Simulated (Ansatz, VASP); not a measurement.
Sn in VASP and in Ansatz

```
Sn
1.0
     3.20245    0.00000    0.00000
     0.00000    3.20245    0.00000
     0.00000    0.00000    3.20245
Sn
1
Direct
  0.00000 0.00000 0.00000
```

Alike in both runs: task single point; functional PBE; k mesh 17 × 17 × 17; occupations fermi-dirac, width 0.1 eV; no spin polarisation.

```csv
,VASP,Ansatz
version,VASP 6.6.1,Ansatz 0.2.0
potentials or method,"VASP PAW PBE potentials, release 64 (Sn_d), cutoff 520 eV","plane waves (420 eV) with PAW, scalar-relativistic"
valence electrons in the cell,14,14
```

|  | VASP | Ansatz | Ansatz less VASP |
| --- | --- | --- | --- |
| pressure (GPa) | -3.8 | -3.8 | -0.02 |

With one functional, cell and mesh, what is left measures potentials, basis and numerics.
